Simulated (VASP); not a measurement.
# Sn in VASP: notebook

The runs below take Sn through single point, with PBE.

All numbers are computed with VASP 6.6.1; they aren't measurements. Logs are shortened: lines on timing, memory, paths and dates and some standing lists are left out, and cuts for length are marked.

## (1) The cell of the first run

The typed cell holds 2 atoms: a = 3.076 Å, b = 3.186 Å, c = 5.694 Å, α = 89.94°, β = 89.94°, γ = 89.99°.

## (2) Single point, PBE

The input, INCAR:

```
SYSTEM = Sn
  PREC = Accurate
  ENCUT = 520
  EDIFF = 1E-7
  ISMEAR = 0
  SIGMA = 0.1
  LREAL = .FALSE.
  LASPH = .TRUE.
  NELM = 60
  ALGO = Normal
  ISIF = 2
  LWAVE = .FALSE.
  LCHARG = .TRUE.
  GGA = PE
  LELF = .TRUE.
  LVHAR = .TRUE.
  NBANDS = 21
```

The input, KPOINTS:

```
regular mesh
0
G
  6 6 4
  0 0 0
```

The input, POSCAR:

```
Sn
1.0
    3.0754520198     -0.0230207627      0.0004885795
    0.0243368256      3.1861705509     -0.0169327363
    0.0050151297      0.0357599045      5.6934453986
Sn
2
Direct
    0.5024346035      0.2493621141      0.7499714386
    0.4975653965      0.7506378859      0.2500285614
```

Potentials or basis: VASP PAW PBE potentials, release 64 (Sn_d).

The run is started by

```
cat potpaw_PBE.64/Sn_d/POTCAR > POTCAR
mpirun -np 1 vasp_std > vasp.out
```

OUTCAR:

```text
SYSTEM = Sn
   PREC = Accurate
   ENCUT = 520
   EDIFF = 1E-7
   ISMEAR = 0
   LREAL = .FALSE.
   LASPH = .TRUE.
   NELM = 60
   ISIF = 2
   GGA = PE

 ion  position               nearest neighbor table
   1  0.502  0.249  0.750-   2 3.26   2 3.26   2 3.26   2 3.27
   2  0.498  0.751  0.250-   1 3.26   1 3.26   1 3.26   1 3.27

  LATTYP: Found a triclinic cell.
 ALAT       =     6.4738183703
 B/A-ratio  =     0.4750732938
 C/A-ratio  =     0.4921837941
 COS(alpha) =     0.0001520866
 COS(beta)  =     0.0009280771
 COS(gamma) =     0.4759463151

  Lattice vectors:

 A1 = (   3.0804671495,   0.0127391418,   5.6939339781)
 A2 = (   3.0754520198,  -0.0230207627,   0.0004885795)
 A3 = (   0.0243368256,   3.1861705509,  -0.0169327363)

Analysis of symmetry for initial positions (statically):
=====================================================================
 Subroutine PRICEL returns:
 Original cell was already a primitive cell.

 Routine SETGRP: Setting up the symmetry group for a
 triclinic supercell.

 Subroutine GETGRP returns: Found  2 space group operations
 (whereof  2 operations were pure point group operations)
 out of a pool of  2 trial point group operations.

The static configuration has the point symmetry S_2 .

Analysis of symmetry for dynamics (positions and initial velocities):
=====================================================================
 Subroutine PRICEL returns:
 Original cell was already a primitive cell.

 Routine SETGRP: Setting up the symmetry group for a
 triclinic supercell.

 Subroutine GETGRP returns: Found  2 space group operations
 (whereof  2 operations were pure point group operations)
 out of a pool of  2 trial point group operations.

The dynamic configuration has the point symmetry S_2 .

 Subroutine INISYM returns: Found  2 space group operations
 (whereof  2 operations are pure point group operations),
 and found     1 'primitive' translations

----------------------------------------------------------------------------------------

                                     Primitive cell

  volume of cell :      55.7946

  direct lattice vectors                    reciprocal lattice vectors
     3.075452020 -0.023020763  0.000488580     0.325136897 -0.002484922 -0.000270793
     0.024336826  3.186170551 -0.016932736     0.002349418  0.313827962 -0.001973188
     0.005015130  0.035759905  5.693445399    -0.000020914  0.000933561  0.175634726

  length of vectors
     3.075538216  3.186308488  5.693559908     0.325146506  0.313842959  0.175637208

  position of ions in fractional coordinates (direct lattice)
     0.502434603  0.249362114  0.749971439
     0.497565397  0.750637886  0.250028561

  ion indices of the primitive-cell ions
   primitive index   ion index
                 1           1
                 2           2

----------------------------------------------------------------------------------------

 KPOINTS: regular mesh

Automatic generation of k-mesh.
 Grid dimensions read from file:
 generate k-points for:    6    6    4

 Generating k-lattice:

  Cartesian coordinates                     Fractional coordinates (reciprocal lattice)
     0.054189483 -0.000414154 -0.000045132     0.166666667 -0.000000000  0.000000000
     0.000391570  0.052304660 -0.000328865     0.000000000  0.166666667 -0.000000000
    -0.000005229  0.000233390  0.043908681     0.000000000  0.000000000  0.250000000

  Length of vectors
     0.054191084  0.052307160  0.043909302

  Shift w.r.t. Gamma in fractional coordinates (k-lattice)
     0.000000000  0.000000000  0.000000000

 Subroutine IBZKPT returns following result:
 ===========================================

 Found     76 irreducible k-points:

 Following reciprocal coordinates:
            Coordinates               Weight
  0.000000  0.000000  0.000000      1.000000
  0.166667 -0.000000  0.000000      2.000000
  0.333333 -0.000000  0.000000      2.000000
  0.500000 -0.000000  0.000000      1.000000
  0.000000  0.166667  0.000000      2.000000
  0.166667  0.166667  0.000000      2.000000
[... 16 lines left out ...]
  0.333333 -0.000000  0.250000      2.000000
  0.500000 -0.000000  0.250000      2.000000
 [... further k-points ...]
   k-points           NKPTS =     76   k-points in BZ     NKDIM =     76   number of bands    NBANDS=     21
   number of dos      NEDOS =    301   number of ions     NIONS =      2
   total plane-waves  NPLWV =  24192
   dimension x,y,z NGX =    24 NGY =   24 NGZ =   42
   dimension x,y,z NGXF=    48 NGYF=   48 NGZF=   84
   ions per type =               2
   NGX,Y,Z   is equivalent  to a cutoff of  12.97, 12.52, 12.26 a.u.
   NGXF,Y,Z  is equivalent  to a cutoff of  25.95, 25.04, 24.53 a.u.
 SYSTEM =  Sn
   PREC   = accura    normal or accurate (medium, high low for compatibility)
   ISTART =      0    job   : 0-new  1-cont  2-samecut
   ICHARG =      2    charge: 1-file 2-atom 10-const
   ISPIN  =      1    spin polarized calculation?
   LNONCOLLINEAR =      F non collinear calculations
   LSORBIT =      F    spin-orbit coupling
   LASPH  =      T    aspherical Exc in radial PAW
   ENCUT  =  520.0 eV  38.22 Ry    6.18 a.u.   5.72  5.92 10.59*2*pi/ulx,y,z
   NELM   =     60;   NELMIN=  2; NELMDL= -5     # of ELM steps
   EDIFF  = 0.1E-06   stopping-criterion for ELM
   LREAL  =      F    real-space projection
   EDIFFG = 0.1E-05   stopping-criterion for IOM
   NSW    =      0    number of steps for IOM
   IBRION =     -1    ionic relax: 0-MD 1-quasi-New 2-CG
   NFREE  =      0    steps in history (QN), initial steepest desc. (CG)
   ISIF   =      2    stress and relaxation
   ISYM   =      2    0-nonsym 1-usesym 2-fastsym
   POTIM  = 0.5000    time-step for ionic-motion
   TEBEG  =    0.0;   TEEND  =   0.0 temperature during run
   PSTRESS=    0.0 pullay stress
   NELECT =      28.0000    total number of electrons
   NUPDOWN=      -1.0000    fix difference up-down
   EMIN   =  10.00;   EMAX   =-10.00  energy-range for DOS
   EFERMI =   0.00;   METHOD = LEGACY
   ISMEAR =     0;   SIGMA  =   0.10  broadening in eV -4-tet -1-fermi 0-gaus
   EFERMI_NEDOS =   21; number of points for ismear=-14 and -15
   IALGO  =     38    algorithm
   IMIX   =      4    mixing-type and parameters
     AMIX     =   0.40;   BMIX     =  1.00
     AMIX_MAG =   1.60;   BMIX_MAG =  1.00
  volume/ion in A,a.u.               =      27.90       188.26
  Fermi-wavevector in a.u.,A,eV,Ry     =   1.300958  2.458455 23.027758  1.692492
  Thomas-Fermi vector in A             =   2.432123
   LORBIT       =      0    0 simple, 1 ext, 2 COOP (PROOUT), +10 PAW based schemes
   GGA     = PE    functional components
   LHFCALC =     F    Hartree Fock is set to
   AEXX    =    0.0000 exact exchange contribution
   IVDW    =     0    specifies the selected vdW correction
   LEPSILON=     F    determine dielectric tensor
   LRPA    =     F    only Hartree local field effects (RPA)
 non-spin polarized calculation
 Gauss-broadening in eV      SIGMA  =   0.10
  energy-cutoff  :      520.00
  volume of cell :       55.79
 maximum number of plane-waves:      1520
   NGX = 11   NGY = 11   NGZ = 21

 number of electron      28.0000009 magnetization

 Free energy of the ion-electron system (eV)
  ---------------------------------------------------
  ext. energy  EPLUGINS =         0.00000000
  ---------------------------------------------------
  free energy    TOTEN  =        -7.67625774 eV

  energy without entropy =       -7.67515852  energy(sigma->0) =       -7.67570813

 E-fermi :   7.8526     XC(G=0): -10.1843

 val. band max:        7.7505872963   @ k =  -0.3333   0.0000   0.2500
 cond. band min:       7.9742849057   @ k =   0.5000   0.5000   0.0000
 fundamental gap:      0.2236976094
 Fermi energy:         7.8526448591

 k-point     1 :       0.0000    0.0000    0.0000
  band No.  band energies     occupation
      1     -14.0168      2.00000
      2     -13.9878      2.00000
      3     -13.8622      2.00000
      4     -13.8237      2.00000
      5     -13.8191      2.00000
      6     -13.7393      2.00000
[... 13 lines left out ...]
     20      16.1874      0.00000
     21      18.7232      0.00000

 k-point     2 :       0.1667   -0.0000    0.0000
  band No.  band energies     occupation
      1     -13.9512      2.00000
      2     -13.9430      2.00000
      3     -13.8583      2.00000
      4     -13.8205      2.00000
      5     -13.7728      2.00000
      6     -13.7699      2.00000
[... 13 lines left out ...]
     20      15.7513      0.00000
     21      19.0234      0.00000

 k-point     3 :       0.3333   -0.0000    0.0000
  band No.  band energies     occupation
      1     -13.9134      2.00000
      2     -13.8538      2.00000
      3     -13.8387      2.00000
      4     -13.8141      2.00000
      5     -13.7916      2.00000
      6     -13.7494      2.00000
[... 13 lines left out ...]
     20      16.7345      0.00000
     21      19.8367      0.00000

 k-point     4 :       0.5000   -0.0000    0.0000
  band No.  band energies     occupation
      1     -13.9026      2.00000
      2     -13.8713      2.00000
      3     -13.8496      2.00000
      4     -13.8109      2.00000
      5     -13.7746      2.00000
      6     -13.7588      2.00000
[... 13 lines left out ...]
     20      18.3046      0.00000
     21      18.5613      0.00000

 k-point     5 :       0.0000    0.1667    0.0000
  band No.  band energies     occupation
      1     -13.9948      2.00000
      2     -13.9414      2.00000
      3     -13.8336      2.00000
      4     -13.8183      2.00000
      5     -13.8100      2.00000
      6     -13.7325      2.00000
[... 13 lines left out ...]
     20      17.1168      0.00000
     21      18.9073      0.00000
[... 382 lines left out ...]
     20      16.4262      0.00000
     21      17.3234      0.00000

 k-point    22 :       0.1667   -0.0000    0.2500
  band No.  band energies     occupation
      1     -13.9437      2.00000
      2     -13.9325      2.00000
      3     -13.8565      2.00000
      4     -13.7950      2.00000
      5     -13.7886      2.00000
      6     -13.7602      2.00000
[... 13 lines left out ...]
     20      17.2747      0.00000
     21      17.5527      0.00000

 k-point    23 :       0.3333   -0.0000    0.2500
  band No.  band energies     occupation
      1     -13.9042      2.00000
      2     -13.8612      2.00000
      3     -13.8238      2.00000
      4     -13.7889      2.00000
      5     -13.7695      2.00000
      6     -13.7501      2.00000
[... 13 lines left out ...]
     20      16.8349      0.00000
     21      18.5857      0.00000

 k-point    24 :       0.5000   -0.0000    0.2500
  band No.  band energies     occupation
      1     -13.8938      2.00000
      2     -13.8555      2.00000
      3     -13.8549      2.00000
      4     -13.7859      2.00000
      5     -13.7756      2.00000
      6     -13.7712      2.00000
[... 13 lines left out ...]
     20      17.8710      0.00000
     21      18.6071      0.00000

 [... further k-points ...]
[... 5 lines left out ...]
  --------------------------------------------------------------------------------------
  -------------------------------------------------------------------------------------
  Total       -0.0196911     -0.0245322     -0.0145259     -0.0022346     -0.0202336     -0.0105879
  in kB       -0.5654414     -0.7044578     -0.4171198     -0.0641680     -0.5810202     -0.3040368
  external PRESSURE =      -0.5623397 kB  Pullay stress =       0.0000000 kB

 VOLUME and BASIS-vectors are now :
 -----------------------------------------------------------------------------
  energy-cutoff  :      520.00
  volume of cell :       55.79
      direct lattice vectors                 reciprocal lattice vectors
     3.075452020 -0.023020763  0.000488580     0.325136897 -0.002484922 -0.000270793
     0.024336826  3.186170551 -0.016932736     0.002349418  0.313827962 -0.001973188
     0.005015130  0.035759905  5.693445399    -0.000020914  0.000933561  0.175634726

 POSITION                                       TOTAL-FORCE (eV/Angst)
 -----------------------------------------------------------------------------------
      1.55504      0.80976      4.26594        -0.002342      0.003061      0.001150
      1.54976      2.38915      1.41106         0.002342     -0.003061     -0.001150
 -----------------------------------------------------------------------------------
    total drift:                                0.000000      0.000000     -0.000000

  FREE ENERGIE OF THE ION-ELECTRON SYSTEM (eV)
  ---------------------------------------------------
  free  energy   TOTEN  =        -7.6762577376 eV

  energy  without entropy=       -7.6751585197  energy(sigma->0) =       -7.67570813
```

Wall time 24 s (1 thread of Intel Xeon 6975P-C (Granite Rapids), shared host); peak memory 0.2 GiB.

Results:

| Property | Result |
| --- | --- |
| Free energy | -7.6763 eV |
| Pressure | -0.1 GPa |
| Largest force | 0.004 eV/Å |
| Band gap on the k mesh | zero (band 14 reaches 11.83 eV, above the bottom of band 15 at 5.97 eV) |

Forces in eV/Å, atoms in the order of the input:
```
Sn  -0.002  0.003  0.001
Sn   0.002 -0.003 -0.001
```

Levels at points of the mesh, in eV from the Fermi level:
| k point | band 12 | band 13 | band 14 | band 15 | band 16 | band 17 |
| --- | --- | --- | --- | --- | --- | --- |
| (0.00, 0.00, 0.00) | -7.29 | -4.75 | 3.66 | 4.85 | 6.58 | 7.11 |
| (0.50, 0.00, 0.00) | -4.97 | -4.03 | -2.38 | -1.88 | 2.78 | 6.10 |
| (0.00, 0.50, 0.00) | -7.44 | -2.61 | -2.60 | -0.68 | -0.66 | 8.33 |
| (0.50, 0.50, 0.00) | -4.39 | -1.78 | -1.77 | 0.12 | 0.13 | 1.80 |
| (0.00, 0.00, 0.50) | -9.96 | 0.31 | 0.32 | 4.95 | 4.95 | 6.08 |
| (0.50, 0.00, 0.50) | -7.00 | -3.83 | -3.83 | 3.09 | 3.09 | 6.76 |
| (0.00, 0.50, 0.50) | -6.96 | -4.67 | -4.67 | 2.99 | 3.01 | 6.61 |
| (0.50, 0.50, 0.50) | -3.67 | -2.33 | -2.32 | -1.65 | -1.64 | 2.92 |

Caveat: spin-orbit coupling is left out, which moves the levels of the heavy elements.

## (3) Single point, PBE

This run uses another cell than the first one: it holds 1 atom, not 2.

The input, INCAR:

```
SYSTEM = Sn
PREC = Accurate
ENCUT = 520
EDIFF = 1E-7
ISMEAR = 0
SIGMA = 0.1
LREAL = .False.
LASPH = .True.
NELM = 100
ALGO = Fast
ISIF = 2
LWAVE = .False.
LCHARG = .False.
GGA = PE
NBANDS = 13
```

The input, KPOINTS:

```
Automatic mesh
0
Gamma
  20 20 18
  0 0 0
```

The input, POSCAR:

```
Sn
1.0
    1.6248272850     -2.8492970043      0.0000000000
    1.6248272850      2.8492970043      0.0000000000
    0.0000000000      0.0000000000      3.0697667390
Sn
1
Direct
    0.5000000000      0.5000000000      0.5000000000
```

Potentials or basis: VASP PAW PBE potentials, release 64 (Sn_d).

The run is started by

```
cat potpaw_PBE.64/Sn_d/POTCAR > POTCAR
mpirun -np 1 vasp_std > vasp.out
```

It took 88 s on 1 thread of Intel Xeon 6975P-C (Granite Rapids), shared host; peak memory 0.45 GiB.

The run converged. Its results:

```yaml
Free_energy: -3.8057 eV
Pressure: -0.1 GPa
Band_gap_on_the_k_mesh: zero (band 7 reaches 12.84 eV, above the bottom of band 8 at 5.20 eV)
```

Levels at points of the mesh, in eV from the Fermi level:
```csv
k point,band 5,band 6,band 7,band 8,band 9,band 10
"(0.00, 0.00, 0.00)",-21.30,-10.83,5.22,6.65,6.85,8.64
"(0.50, 0.00, 0.00)",-21.31,-6.88,-4.42,3.16,6.76,8.62
"(0.50, 0.50, 0.00)",-21.31,-7.01,-4.45,3.42,7.00,8.51
"(0.00, 0.00, 0.50)",-21.34,-7.83,-4.66,9.33,9.53,12.40
"(0.50, 0.00, 0.50)",-21.19,-3.58,-2.03,-1.52,3.11,5.60
"(0.50, 0.50, 0.50)",-21.19,-3.72,-2.06,-1.61,3.06,5.87
```

Caveat: spin-orbit coupling is left out, which moves the levels of the heavy elements.
